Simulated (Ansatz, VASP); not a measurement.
## One calculation of HgH3, two programs

File INCAR:

```
PREC = Accurate ; ENCUT = 600
EDIFF = 1E-6 ; ISMEAR = 0
SIGMA = 0.1 ; LREAL = F
LASPH = T ; NELM = 80
ALGO = Normal ; ISIF = 3
LWAVE = F ; LCHARG = F
GGA = PE ; IBRION = 2
NSW = 90 ; EDIFFG = -0.04
```

The input KPOINTS:

```
Automatic mesh
0
Gamma
  6 6 4
```

File POSCAR:

```
HgH3
1.0
    3.7204137200      0.0000000000      0.0000000000
   -1.8602068600      3.2219728000      0.0000000000
    0.0000000000      0.0000000000      4.4735738400
Hg H
1 3
Direct
    0.0000000000      0.0000000000      0.0000000000
    0.8147562300      0.1852437700      0.5000000000
    0.8147562300      0.6295124600      0.5000000000
    0.3704875400      0.1852437700      0.5000000000
```

Input for Ansatz:

```yaml
crystal:
  lattice:
    - [3.72041372, 0.0, 0.0]
    - [-1.86020686, 3.2219728, 0.0]
    - [0.0, 0.0, 4.47357384]
  atoms:
    - { symbol: Hg, position: [0.0, 0.0, 0.0] }
    - { symbol: H, position: [0.81475623, 0.18524377, 0.5] }
    - { symbol: H, position: [0.81475623, 0.62951246, 0.5] }
    - { symbol: H, position: [0.37048754, 0.18524377, 0.5] }
basis:
  ecutwfc: 420
kpoints:
  mp_grid: { grid: [6, 6, 4] }
hamiltonian:
  xc: pbe
scf:
  occupations: { method: gaussian, width: 0.1 }
  lower_state_search: "off"
output:
  forces: true
  stress: true
  eigenvalues: true
relax:
  adjacent_minimum: "off"
  f_tol: 0.04
  max_steps: 70
  cell: { stress_tol: 0.4 }
```

Alike in both runs: task relaxation of cell and atoms; functional PBE; k mesh 6 × 6 × 4; occupations gaussian, width 0.1 eV; no spin polarisation.

|  | VASP | Ansatz |
| --- | --- | --- |
| version | VASP 6.6.1 | Ansatz 0.2.0 |
| potentials or method | VASP PAW PBE potentials, release 64 (Hg, H), cutoff 600 eV | scalar-relativistic, plane waves, PAW |
| valence electrons in the cell | 15 | 23 |

Ansatz gave:

| Quantity | Value |
| --- | --- |
| gap on the k mesh at the Fermi level, each at its own relaxed structure (eV) | none |
| relaxed volume (Å³/atom) | 9.88 |
| relaxed length of the cell vector where the two differ most in proportion (Å) | 4.805 |

Problem. What did VASP give for the same quantities?

Solution. gap on the k mesh at the Fermi level, each at its own relaxed structure (eV): none; relaxed volume (Å³/atom): 10.01; relaxed length of the cell vector where the two differ most in proportion (Å): 4.662.

A gap of «none» marks a metal or a gap that the smearing closes. VASP's potentials hold 15 valence electrons a cell and Ansatz's 23, so a difference there can come from the potentials and not from the codes.

Neither program's run includes spin-orbit coupling. Noted on VASP's run: the volume moved by over 15 % at a fixed basis, so the end points are rough.
